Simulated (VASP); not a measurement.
# GaN (F-43m) in VASP: a series of runs, part 2 of 2

VASP 6.6.1.

### Step 3. Single point, PBE

This run uses another cell than the first one, of 11.37 Å³/atom, 1.166 times its volume.

INCAR reads:

```
PREC = Accurate
ENCUT = 520
EDIFF = 1E-6
ISMEAR = 0
SIGMA = 0.01
LREAL = F
LASPH = T
NELM = 80
ALGO = Normal
ISIF = 2
LWAVE = F
LCHARG = T
GGA = PE
LELF = T
LVHAR = T
NBANDS = 16
```

KPOINTS reads:

```
Automatic mesh
0
Gamma
  6 6 6
```

POSCAR reads:

```
GaN
1.0
    0.0000000000      2.2489525448      2.2489525448
    2.2489525448      0.0000000000      2.2489525448
    2.2489525448      2.2489525448      0.0000000000
Ga N
1 1
Direct
    0.0000000000      0.0000000000      0.0000000000
    0.2500000000      0.2500000000      0.2500000000
```

Potentials or basis: VASP PAW PBE potentials, release 64 (Ga_d, N).

The run is started by

```console
> cat potpaw_PBE.64/Ga_d/POTCAR potpaw_PBE.64/N/POTCAR > POTCAR
> mpirun -np 1 vasp_std > vasp.out
```

OUTCAR:

```text
PREC = Accurate
   ENCUT = 520
   EDIFF = 1E-6
   ISMEAR = 0
   LREAL = F
   LASPH = T
   NELM = 80
   ISIF = 2
   GGA = PE

 ion  position               nearest neighbor table
   1  0.000  0.000  0.000-   2 1.95   2 1.95   2 1.95   2 1.95
   2  0.250  0.250  0.250-   1 1.95   1 1.95   1 1.95   1 1.95

  LATTYP: Found a face centered cubic cell.
 ALAT       =     4.4979050896

  Lattice vectors:

 A1 = (   0.0000000000,   2.2489525448,   2.2489525448)
 A2 = (   2.2489525448,   0.0000000000,   2.2489525448)
 A3 = (   2.2489525448,   2.2489525448,   0.0000000000)

Analysis of symmetry for initial positions (statically):
=====================================================================
 Subroutine PRICEL returns:
 Original cell was already a primitive cell.

 Routine SETGRP: Setting up the symmetry group for a
 face centered cubic supercell.

 Subroutine GETGRP returns: Found 24 space group operations
 (whereof 24 operations were pure point group operations)
 out of a pool of 48 trial point group operations.

The static configuration has the point symmetry T_d .

Analysis of symmetry for dynamics (positions and initial velocities):
=====================================================================
 Subroutine PRICEL returns:
 Original cell was already a primitive cell.

 Routine SETGRP: Setting up the symmetry group for a
 face centered cubic supercell.

 Subroutine GETGRP returns: Found 24 space group operations
 (whereof 24 operations were pure point group operations)
 out of a pool of 48 trial point group operations.

The dynamic configuration has the point symmetry T_d .

 Subroutine INISYM returns: Found 24 space group operations
 (whereof 24 operations are pure point group operations),
 and found     1 'primitive' translations

----------------------------------------------------------------------------------------

                                     Primitive cell

  volume of cell :      22.7494

  direct lattice vectors                    reciprocal lattice vectors
     0.000000000  2.248952545  2.248952545    -0.222325723  0.222325723  0.222325723
     2.248952545  0.000000000  2.248952545     0.222325723 -0.222325723  0.222325723
     2.248952545  2.248952545  0.000000000     0.222325723  0.222325723 -0.222325723

  length of vectors
     3.180499190  3.180499190  3.180499190     0.385079448  0.385079448  0.385079448

  position of ions in fractional coordinates (direct lattice)
     0.000000000  0.000000000  0.000000000
     0.250000000  0.250000000  0.250000000

  ion indices of the primitive-cell ions
   primitive index   ion index
                 1           1
                 2           2

----------------------------------------------------------------------------------------

 KPOINTS: Automatic mesh

Automatic generation of k-mesh.
 Grid dimensions read from file:
 generate k-points for:    6    6    6

 Generating k-lattice:

  Cartesian coordinates                     Fractional coordinates (reciprocal lattice)
    -0.037054287  0.037054287  0.037054287     0.166666667  0.000000000  0.000000000
     0.037054287 -0.037054287  0.037054287     0.000000000  0.166666667  0.000000000
     0.037054287  0.037054287 -0.037054287     0.000000000  0.000000000  0.166666667

  Length of vectors
     0.064179908  0.064179908  0.064179908

  Shift w.r.t. Gamma in fractional coordinates (k-lattice)
     0.000000000  0.000000000  0.000000000

 Subroutine IBZKPT returns following result:
 ===========================================

 Found     16 irreducible k-points:

 Following reciprocal coordinates:
            Coordinates               Weight
  0.000000  0.000000  0.000000      1.000000
  0.166667  0.000000  0.000000      8.000000
  0.333333  0.000000  0.000000      8.000000
  0.500000  0.000000  0.000000      4.000000
  0.166667  0.166667  0.000000      6.000000
  0.333333  0.166667  0.000000     24.000000
[... 8 lines left out ...]
 -0.333333  0.333333  0.166667     24.000000
 -0.333333  0.500000  0.166667     12.000000
   k-points           NKPTS =     16   k-points in BZ     NKDIM =     16   number of bands    NBANDS=     16
   number of dos      NEDOS =    301   number of ions     NIONS =      2
   total plane-waves  NPLWV =  13824
   dimension x,y,z NGX =    24 NGY =   24 NGZ =   24
   dimension x,y,z NGXF=    48 NGYF=   48 NGZF=   48
   ions per type =               1   1
   NGX,Y,Z   is equivalent  to a cutoff of  12.54, 12.54, 12.54 a.u.
   NGXF,Y,Z  is equivalent  to a cutoff of  25.09, 25.09, 25.09 a.u.
 SYSTEM =  unknown system
   PREC   = accura    normal or accurate (medium, high low for compatibility)
   ISTART =      0    job   : 0-new  1-cont  2-samecut
   ICHARG =      2    charge: 1-file 2-atom 10-const
   ISPIN  =      1    spin polarized calculation?
   LNONCOLLINEAR =      F non collinear calculations
   LSORBIT =      F    spin-orbit coupling
   LASPH  =      T    aspherical Exc in radial PAW
   ENCUT  =  520.0 eV  38.22 Ry    6.18 a.u.   5.91  5.91  5.91*2*pi/ulx,y,z
   NELM   =     80;   NELMIN=  2; NELMDL= -5     # of ELM steps
   EDIFF  = 0.1E-05   stopping-criterion for ELM
   LREAL  =      F    real-space projection
   EDIFFG = 0.1E-04   stopping-criterion for IOM
   NSW    =      0    number of steps for IOM
   IBRION =     -1    ionic relax: 0-MD 1-quasi-New 2-CG
   NFREE  =      0    steps in history (QN), initial steepest desc. (CG)
   ISIF   =      2    stress and relaxation
   ISYM   =      2    0-nonsym 1-usesym 2-fastsym
   POTIM  = 0.5000    time-step for ionic-motion
   TEBEG  =    0.0;   TEEND  =   0.0 temperature during run
   PSTRESS=    0.0 pullay stress
   NELECT =      18.0000    total number of electrons
   NUPDOWN=      -1.0000    fix difference up-down
   EMIN   =  10.00;   EMAX   =-10.00  energy-range for DOS
   EFERMI =   0.00;   METHOD = LEGACY
   ISMEAR =     0;   SIGMA  =   0.01  broadening in eV -4-tet -1-fermi 0-gaus
   EFERMI_NEDOS =   21; number of points for ismear=-14 and -15
   IALGO  =     38    algorithm
   IMIX   =      4    mixing-type and parameters
     AMIX     =   0.40;   BMIX     =  1.00
     AMIX_MAG =   1.60;   BMIX_MAG =  1.00
  volume/ion in A,a.u.               =      11.37        76.76
  Fermi-wavevector in a.u.,A,eV,Ry     =   1.514173  2.861371 31.194330  2.292719
  Thomas-Fermi vector in A             =   2.623866
   LORBIT       =      0    0 simple, 1 ext, 2 COOP (PROOUT), +10 PAW based schemes
   GGA     = PE    functional components
   LHFCALC =     F    Hartree Fock is set to
   AEXX    =    0.0000 exact exchange contribution
   IVDW    =     0    specifies the selected vdW correction
   LEPSILON=     F    determine dielectric tensor
   LRPA    =     F    only Hartree local field effects (RPA)
 non-spin polarized calculation
 Gauss-broadening in eV      SIGMA  =   0.01
  energy-cutoff  :      520.00
  volume of cell :       22.75
 maximum number of plane-waves:       624
   NGX = 11   NGY = 11   NGZ = 11

 number of electron      18.0000009 magnetization

 Free energy of the ion-electron system (eV)
  ---------------------------------------------------
  ext. energy  EPLUGINS =         0.00000000
  ---------------------------------------------------
  free energy    TOTEN  =       -12.13378243 eV

  energy without entropy =      -12.13378243  energy(sigma->0) =      -12.13378243

 E-fermi :   5.4067     XC(G=0): -11.6982

 val. band max:        5.3522818146   @ k =   0.0000   0.0000   0.0000
 cond. band min:       7.1138500921   @ k =   0.0000   0.0000   0.0000
 fundamental gap:      1.7615682776
 Fermi energy:         5.4067038525

 k-point     1 :       0.0000    0.0000    0.0000
  band No.  band energies     occupation
      1     -10.6346      2.00000
      2      -8.0992      2.00000
      3      -8.0992      2.00000
      4      -8.0992      2.00000
      5      -7.7735      2.00000
      6      -7.7735      2.00000
[... 8 lines left out ...]
     15      24.2499      0.00000
     16      24.2499      0.00000
[... 267 lines left out ...]
 k-point    16 :      -0.3333    0.5000    0.1667
  band No.  band energies     occupation
      1      -9.5294      2.00000
      2      -7.9672      2.00000
      3      -7.8918      2.00000
      4      -7.7820      2.00000
      5      -7.7332      2.00000
      6      -5.8836      2.00000
[... 8 lines left out ...]
     15      26.0798      0.00000
     16      28.4746      0.00000

------------------------ aborting loop because EDIFF is reached ----------------------------------------

  FORCE on cell =-STRESS in cart. coord.  units (eV):
  Direction    XX          YY          ZZ          XY          YZ          ZX
  --------------------------------------------------------------------------------------
  -------------------------------------------------------------------------------------
  Total        0.8853159      0.8853159      0.8853159      0.0000000     -0.0000000      0.0000000
  in kB       62.3502182     62.3502182     62.3502182      0.0000000     -0.0000000      0.0000000
  external PRESSURE =      62.3502182 kB  Pullay stress =       0.0000000 kB

 VOLUME and BASIS-vectors are now :
 -----------------------------------------------------------------------------
  energy-cutoff  :      520.00
  volume of cell :       22.75
      direct lattice vectors                 reciprocal lattice vectors
     0.000000000  2.248952545  2.248952545    -0.222325723  0.222325723  0.222325723
     2.248952545  0.000000000  2.248952545     0.222325723 -0.222325723  0.222325723
     2.248952545  2.248952545  0.000000000     0.222325723  0.222325723 -0.222325723

 POSITION                                       TOTAL-FORCE (eV/Angst)
 -----------------------------------------------------------------------------------
      0.00000      0.00000      0.00000         0.000000      0.000000      0.000000
      1.12448      1.12448      1.12448        -0.000000     -0.000000     -0.000000
 -----------------------------------------------------------------------------------
    total drift:                                0.000002      0.000002      0.000002

  FREE ENERGIE OF THE ION-ELECTRON SYSTEM (eV)
  ---------------------------------------------------
  free  energy   TOTEN  =       -12.1337824260 eV

  energy  without entropy=      -12.1337824260  energy(sigma->0) =      -12.13378243
```

OSZICAR:

```text
N       E                     dE             d eps       ncg     rms          rms(c)
DAV:   1     0.809147490038E+02    0.80915E+02   -0.91759E+03   584   0.199E+03
DAV:   2    -0.811911928170E+01   -0.89034E+02   -0.82602E+02   560   0.330E+02
DAV:   3    -0.140821136653E+02   -0.59630E+01   -0.59402E+01   624   0.718E+01
DAV:   4    -0.141471479576E+02   -0.65034E-01   -0.65026E-01   624   0.801E+00
DAV:   5    -0.141479162298E+02   -0.76827E-03   -0.76827E-03   600   0.813E-01    0.774E+00
DAV:   6    -0.121326258392E+02    0.20153E+01   -0.49323E+00   768   0.399E+01    0.268E+00
DAV:   7    -0.121412949629E+02   -0.86691E-02   -0.31860E-01   560   0.652E+00    0.177E+00
DAV:   8    -0.121374669179E+02    0.38280E-02   -0.55274E-02   616   0.323E+00    0.766E-01
DAV:   9    -0.121335298824E+02    0.39370E-02   -0.13820E-02   768   0.272E+00    0.195E-01
DAV:  10    -0.121338731052E+02   -0.34322E-03   -0.15045E-03   592   0.549E-01    0.934E-02
DAV:  11    -0.121337775621E+02    0.95543E-04   -0.27570E-04   736   0.250E-01    0.933E-03
DAV:  12    -0.121337827025E+02   -0.51405E-05   -0.29869E-05   600   0.509E-02    0.112E-02
DAV:  13    -0.121337824260E+02    0.27650E-06   -0.62074E-07   408   0.142E-02
   1 F= -.12133782E+02 E0= -.12133782E+02  d E =-.107460E-16
```

Run time: 11 s. Hardware: 1 thread of Intel Xeon 6975P-C, shared host; peak memory 0.14 GiB.

Results:

| Property | Result |
| --- | --- |
| Free energy | -12.1338 eV |
| Pressure | 6.2 GPa |
| Band gap on the k mesh | 1.76 eV, direct |

A hybrid or GW would open this gap; PBE tends to underestimate it.
